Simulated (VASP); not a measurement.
# CaSe (Fm-3m) in VASP: further runs

The runs below take CaSe through single point, with PBEsol.

Program: VASP 6.6.1. These are calculated values, not measurements. Logs are shortened: lines on timing, memory, paths and dates and some standing lists are left out, and cuts for length are marked.

## (1) The cell of the first run

Symmetry: Fm-3m, No. 225, cubic system. Conventional cell: a = 5.502 Å, b = 5.502 Å, c = 5.502 Å, α = 90.00°, β = 90.00°, γ = 90.00°. Ca (site symmetry m-3m) has 6 Se at 2.75 Å within 3.6 Å. Within 3.6 Å of Se (site symmetry m-3m) lie 6 Ca at 2.75 Å.

## (2) Single point, PBEsol

INCAR

```
PREC     = Accurate       # precision mode
ENCUT    = 520            # plane-wave cutoff, eV
EDIFF    = 1E-6           # SCF threshold, eV
ISMEAR   = 0              # smearing method
SIGMA    = 0.01           # smearing width, eV
LREAL    = False          # projectors in reciprocal space
LASPH    = True           # aspherical terms in the spheres
NELM     = 80             # most SCF steps
ALGO     = Normal         # electronic algorithm
ISIF     = 2              # what is computed and relaxed
LWAVE    = False          # write WAVECAR
LCHARG   = True           # write CHGCAR
GGA      = PS             # functional
LELF     = True           # ELF
LVHAR    = True         
NBANDS   = 15             # bands
```

KPOINTS

```
Automatic mesh
0
Gamma
  8 8 8
```

POSCAR

```
CaSe
1.0
    2.7509506774      2.7509506774      0.0000000000
   -2.7509506774      2.7509506774      0.0000000000
    0.0000000000      2.7509506774      2.7509506774
Ca Se
1 1
Direct
    0.0000000000      0.0000000000      0.0000000000
    0.5000000000      0.5000000000      0.0000000000
```

Potentials or basis: VASP PAW PBE potentials, release 64 (Ca_sv, Se).

Started as:

```console
cat potpaw_PBE.64/Ca_sv/POTCAR potpaw_PBE.64/Se/POTCAR > POTCAR
mpirun -np 1 vasp_std > vasp.out
```

OUTCAR:

```text
PREC = Accurate
   ENCUT = 520
   EDIFF = 1E-6
   ISMEAR = 0
   LREAL = False
   LASPH = True
   NELM = 80
   ISIF = 2
   GGA = PS

 ion  position               nearest neighbor table
   1  0.000  0.000  0.000-   2 2.75   2 2.75   2 2.75   2 2.75   2 2.75   2 2.75
   2  0.500  0.500  0.000-   1 2.75   1 2.75   1 2.75   1 2.75   1 2.75   1 2.75

  LATTYP: Found a face centered cubic cell.
 ALAT       =     5.5019013548

  Lattice vectors:

 A1 = (   0.0000000000,   2.7509506774,   2.7509506774)
 A2 = (   2.7509506774,   0.0000000000,   2.7509506774)
 A3 = (   2.7509506774,   2.7509506774,   0.0000000000)

Analysis of symmetry for initial positions (statically):
=====================================================================
 Subroutine PRICEL returns:
 Original cell was already a primitive cell.

 Routine SETGRP: Setting up the symmetry group for a
 face centered cubic supercell.

 Subroutine GETGRP returns: Found 48 space group operations
 (whereof 48 operations were pure point group operations)
 out of a pool of 48 trial point group operations.

The static configuration has the point symmetry O_h .

Analysis of symmetry for dynamics (positions and initial velocities):
=====================================================================
 Subroutine PRICEL returns:
 Original cell was already a primitive cell.

 Routine SETGRP: Setting up the symmetry group for a
 face centered cubic supercell.

 Subroutine GETGRP returns: Found 48 space group operations
 (whereof 48 operations were pure point group operations)
 out of a pool of 48 trial point group operations.

The dynamic configuration has the point symmetry O_h .

 Subroutine INISYM returns: Found 48 space group operations
 (whereof 48 operations are pure point group operations),
 and found     1 'primitive' translations

----------------------------------------------------------------------------------------

                                     Primitive cell

  volume of cell :      41.6369

  direct lattice vectors                    reciprocal lattice vectors
     2.750950677  2.750950677  0.000000000     0.181755349  0.181755349 -0.181755349
    -2.750950677  2.750950677  0.000000000    -0.181755349  0.181755349 -0.181755349
     0.000000000  2.750950677  2.750950677     0.000000000  0.000000000  0.363510698

  length of vectors
     3.890431757  3.890431757  3.890431757     0.314809499  0.314809499  0.363510698

  position of ions in fractional coordinates (direct lattice)
     0.000000000  0.000000000  0.000000000
     0.500000000  0.500000000  0.000000000

  ion indices of the primitive-cell ions
   primitive index   ion index
                 1           1
                 2           2

----------------------------------------------------------------------------------------

 KPOINTS: Automatic mesh

Automatic generation of k-mesh.
 Grid dimensions read from file:
 generate k-points for:    8    8    8

 Generating k-lattice:

  Cartesian coordinates                     Fractional coordinates (reciprocal lattice)
     0.022719419  0.022719419 -0.022719419     0.125000000  0.000000000  0.000000000
    -0.022719419  0.022719419 -0.022719419     0.000000000  0.125000000  0.000000000
     0.000000000  0.000000000  0.045438837     0.000000000  0.000000000  0.125000000

  Length of vectors
     0.039351187  0.039351187  0.045438837

  Shift w.r.t. Gamma in fractional coordinates (k-lattice)
     0.000000000  0.000000000  0.000000000

 Subroutine IBZKPT returns following result:
 ===========================================

 Found     29 irreducible k-points:

 Following reciprocal coordinates:
            Coordinates               Weight
  0.000000  0.000000  0.000000      1.000000
  0.125000  0.000000  0.000000      8.000000
  0.250000  0.000000  0.000000      8.000000
  0.375000  0.000000  0.000000      8.000000
  0.500000  0.000000  0.000000      4.000000
  0.125000  0.125000  0.000000     12.000000
[... 16 lines left out ...]
  0.375000  0.250000  0.125000     48.000000
  0.500000  0.250000  0.125000     24.000000
 [... further k-points ...]
   k-points           NKPTS =     29   k-points in BZ     NKDIM =     29   number of bands    NBANDS=     15
   number of dos      NEDOS =    301   number of ions     NIONS =      2
   total plane-waves  NPLWV =  27000
   dimension x,y,z NGX =    30 NGY =   30 NGZ =   30
   dimension x,y,z NGXF=    60 NGYF=   60 NGZF=   60
   ions per type =               1   1
   NGX,Y,Z   is equivalent  to a cutoff of  12.82, 12.82, 12.82 a.u.
   NGXF,Y,Z  is equivalent  to a cutoff of  25.64, 25.64, 25.64 a.u.
 SYSTEM =  unknown system
   PREC   = accura    normal or accurate (medium, high low for compatibility)
   ISTART =      0    job   : 0-new  1-cont  2-samecut
   ICHARG =      2    charge: 1-file 2-atom 10-const
   ISPIN  =      1    spin polarized calculation?
   LNONCOLLINEAR =      F non collinear calculations
   LSORBIT =      F    spin-orbit coupling
   LASPH  =      T    aspherical Exc in radial PAW
   ENCUT  =  520.0 eV  38.22 Ry    6.18 a.u.   7.23  7.23  7.23*2*pi/ulx,y,z
   NELM   =     80;   NELMIN=  2; NELMDL= -5     # of ELM steps
   EDIFF  = 0.1E-05   stopping-criterion for ELM
   LREAL  =      F    real-space projection
   EDIFFG = 0.1E-04   stopping-criterion for IOM
   NSW    =      0    number of steps for IOM
   IBRION =     -1    ionic relax: 0-MD 1-quasi-New 2-CG
   NFREE  =      0    steps in history (QN), initial steepest desc. (CG)
   ISIF   =      2    stress and relaxation
   ISYM   =      2    0-nonsym 1-usesym 2-fastsym
   POTIM  = 0.5000    time-step for ionic-motion
   TEBEG  =    0.0;   TEEND  =   0.0 temperature during run
   PSTRESS=    0.0 pullay stress
   NELECT =      16.0000    total number of electrons
   NUPDOWN=      -1.0000    fix difference up-down
   EMIN   =  10.00;   EMAX   =-10.00  energy-range for DOS
   EFERMI =   0.00;   METHOD = LEGACY
   ISMEAR =     0;   SIGMA  =   0.01  broadening in eV -4-tet -1-fermi 0-gaus
   EFERMI_NEDOS =   21; number of points for ismear=-14 and -15
   IALGO  =     38    algorithm
   IMIX   =      4    mixing-type and parameters
     AMIX     =   0.40;   BMIX     =  1.00
     AMIX_MAG =   1.60;   BMIX_MAG =  1.00
  volume/ion in A,a.u.               =      20.82       140.49
  Fermi-wavevector in a.u.,A,eV,Ry     =   1.190206  2.249163 19.273871  1.416590
  Thomas-Fermi vector in A             =   2.326296
   LORBIT       =      0    0 simple, 1 ext, 2 COOP (PROOUT), +10 PAW based schemes
   GGA     = PS    functional components
   LHFCALC =     F    Hartree Fock is set to
   AEXX    =    0.0000 exact exchange contribution
   IVDW    =     0    specifies the selected vdW correction
   LEPSILON=     F    determine dielectric tensor
   LRPA    =     F    only Hartree local field effects (RPA)
 non-spin polarized calculation
 Gauss-broadening in eV      SIGMA  =   0.01
  energy-cutoff  :      520.00
  volume of cell :       41.64
 maximum number of plane-waves:      1139
 NGX is ok and might be reduce to    30
   NGX = 15   NGY = 15   NGZ = 15

 number of electron      16.0000001 magnetization

 Free energy of the ion-electron system (eV)
  ---------------------------------------------------
  ext. energy  EPLUGINS =         0.00000000
  ---------------------------------------------------
  free energy    TOTEN  =        -9.70241713 eV

  energy without entropy =       -9.70241713  energy(sigma->0) =       -9.70241713

 E-fermi :   4.1461     XC(G=0): -10.2889

 val. band max:        4.0561205743   @ k =   0.0000   0.0000   0.0000
 cond. band min:       5.2717637044   @ k =   0.5000   0.5000   0.0000
 fundamental gap:      1.2156431301
 Fermi energy:         4.1461093544

 k-point     1 :       0.0000    0.0000    0.0000
  band No.  band energies     occupation
      1     -34.9381      2.00000
      2     -16.0562      2.00000
      3     -16.0562      2.00000
      4     -16.0562      2.00000
      5      -8.6586      2.00000
      6       4.0561      2.00000
      7       4.0561      2.00000
      8       4.0561      2.00000
      9       7.4603      0.00000
     10       7.4603      0.00000
     11       7.4603      0.00000
     12       8.3090      0.00000
     13       8.3090      0.00000
     14       8.5587      0.00000
     15      13.7940      0.00000

 k-point     2 :       0.1250    0.0000    0.0000
  band No.  band energies     occupation
      1     -34.9347      2.00000
      2     -16.1077      2.00000
      3     -16.0586      2.00000
      4     -16.0586      2.00000
      5      -8.4931      2.00000
      6       3.0810      2.00000
      7       3.6619      2.00000
      8       3.6619      2.00000
      9       7.5657      0.00000
     10       7.7488      0.00000
     11       7.7488      0.00000
     12       8.9175      0.00000
     13       8.9175      0.00000
     14       9.5076      0.00000
     15      14.3028      0.00000

 k-point     3 :       0.2500    0.0000    0.0000
  band No.  band energies     occupation
      1     -34.9266      2.00000
      2     -16.2270      2.00000
      3     -16.0644      2.00000
      4     -16.0644      2.00000
      5      -8.0707      2.00000
      6       1.4893      2.00000
      7       2.9705      2.00000
      8       2.9705      2.00000
      9       7.7259      0.00000
     10       8.4406      0.00000
     11       8.4406      0.00000
     12      10.3282      0.00000
     13      10.3282      0.00000
     14      11.0449      0.00000
     15      14.5411      0.00000
[... 343 lines left out ...]
 k-point    23 :       0.3750    0.2500    0.1250
  band No.  band energies     occupation
      1     -34.9140      2.00000
      2     -16.2964      2.00000
      3     -16.1370      2.00000
      4     -16.0891      2.00000
      5      -7.6062      2.00000
      6       0.5645      2.00000
      7       2.0894      2.00000
      8       2.4182      2.00000
      9       7.7980      0.00000
     10       9.7133      0.00000
     11      10.0110      0.00000
     12      10.2883      0.00000
     13      10.8911      0.00000
     14      13.0114      0.00000
     15      13.3854      0.00000

 k-point    24 :       0.5000    0.2500    0.1250
  band No.  band energies     occupation
      1     -34.9113      2.00000
      2     -16.3198      2.00000
      3     -16.1412      2.00000
      4     -16.0978      2.00000
      5      -7.4863      2.00000
      6       0.3790      2.00000
      7       1.8461      2.00000
      8       2.2967      2.00000
      9       8.6204      0.00000
     10       8.9503      0.00000
     11      10.2916      0.00000
     12      10.8495      0.00000
     13      11.2327      0.00000
     14      12.1104      0.00000
     15      14.2039      0.00000

 [... further k-points ...]

------------------------ aborting loop because EDIFF is reached ----------------------------------------

  FORCE on cell =-STRESS in cart. coord.  units (eV):
  Direction    XX          YY          ZZ          XY          YZ          ZX
  --------------------------------------------------------------------------------------
  -------------------------------------------------------------------------------------
  Total        4.0080422      4.0080422      4.0080422      0.0000000      0.0000000      0.0000000
  in kB      154.2284384    154.2284384    154.2284384      0.0000000      0.0000000      0.0000000
  external PRESSURE =     154.2284384 kB  Pullay stress =       0.0000000 kB

 VOLUME and BASIS-vectors are now :
 -----------------------------------------------------------------------------
  energy-cutoff  :      520.00
  volume of cell :       41.64
      direct lattice vectors                 reciprocal lattice vectors
     2.750950677  2.750950677  0.000000000     0.181755349  0.181755349 -0.181755349
    -2.750950677  2.750950677  0.000000000    -0.181755349  0.181755349 -0.181755349
     0.000000000  2.750950677  2.750950677     0.000000000  0.000000000  0.363510698

 POSITION                                       TOTAL-FORCE (eV/Angst)
 -----------------------------------------------------------------------------------
      0.00000      0.00000      0.00000         0.000000     -0.000000      0.000000
      0.00000      2.75095      0.00000        -0.000000      0.000000      0.000000
 -----------------------------------------------------------------------------------
    total drift:                               -0.000000     -0.000000      0.000000

  FREE ENERGIE OF THE ION-ELECTRON SYSTEM (eV)
  ---------------------------------------------------
  free  energy   TOTEN  =        -9.7024171255 eV

  energy  without entropy=       -9.7024171255  energy(sigma->0) =       -9.70241713
```

It took 15 s on 1 thread of AMD EPYC 7R13 (Zen 3), shared host; peak memory 0.14 GiB.

What came out:

* Free energy: -9.7024 eV
* Pressure: 15.4 GPa
* Band gap on the k mesh: 1.22 eV (least direct gap 2.37 eV)

Levels at points of the mesh, in eV from the valence-band top:
```
           k point  band 5  band 6  band 7  band 8  band 9  band 10  band 11  band 12
(0.00, 0.00, 0.00)  -12.71    0.00    0.00    0.00    3.40     3.40     3.40     4.25
(0.50, 0.00, 0.00)  -11.44   -4.28   -1.78   -1.78    4.69     5.92     5.92     5.99
(0.50, 0.50, 0.00)  -11.86   -3.13   -1.15   -1.15    1.22     5.31     5.93     6.67
```

Caveat: the cell stands under pressure; the PAW data sets were made with another functional, which shifts forces and pressure a little.

## (3) Single point, PBEsol

This run uses another cell than the first one, of 21.90 Å³/atom.

INCAR

```
SYSTEM = CaSe
PREC = Accurate ; ENCUT = 520
EDIFF = 1E-7 ; ISMEAR = 0
SIGMA = 0.01 ; LREAL = .FALSE.
LASPH = .TRUE. ; NELM = 80
ALGO = Normal ; ISIF = 2
LWAVE = .FALSE. ; LCHARG = .FALSE.
GGA = PS ; NBANDS = 15
```

KPOINTS

```
regular mesh
0
G
  8 8 8
  0 0 0
```

POSCAR

```
CaSe
1.0
    2.7975947601      2.7975947601      0.0000000000
   -2.7975947601      2.7975947601      0.0000000000
    0.0000000000      2.7975947601      2.7975947601
Ca Se
1 1
Direct
    0.0000000000      0.0000000000      0.0000000000
    0.5000000000      0.5000000000      0.0000000000
```

Potentials or basis: VASP PAW PBE potentials, release 64 (Ca_sv, Se).

Started as:

```console
cat potpaw_PBE.64/Ca_sv/POTCAR potpaw_PBE.64/Se/POTCAR > POTCAR
mpirun -np 1 vasp_std > vasp.out
```

Run time: 16 s. Hardware: 1 thread of AMD EPYC 7R13 (Zen 3), shared host; peak memory 0.14 GiB.

It converged, with:

| Quantity | Value |
| --- | --- |
| Free energy | -9.8750 eV |
| Pressure | 10.4 GPa |
| Band gap on the k mesh | 1.41 eV (least direct gap 2.52 eV) |

Levels at points of the mesh, in eV from the valence-band top:
| k point | band 6 | band 7 | band 8 | band 9 | band 10 | band 11 |
| --- | --- | --- | --- | --- | --- | --- |
| (0.00, 0.00, 0.00) | 0.00 | 0.00 | 0.00 | 3.49 | 3.49 | 3.49 |
| (0.50, 0.00, 0.00) | -4.04 | -1.63 | -1.63 | 4.63 | 5.84 | 5.84 |
| (0.50, 0.50, 0.00) | -3.00 | -1.11 | -1.11 | 1.41 | 5.26 | 5.69 |

Caveat: the cell stands under pressure; the PAW data sets were made with another functional, which shifts forces and pressure a little. A k mesh can miss the band edges.

(Part 1 of 2 ends here.)
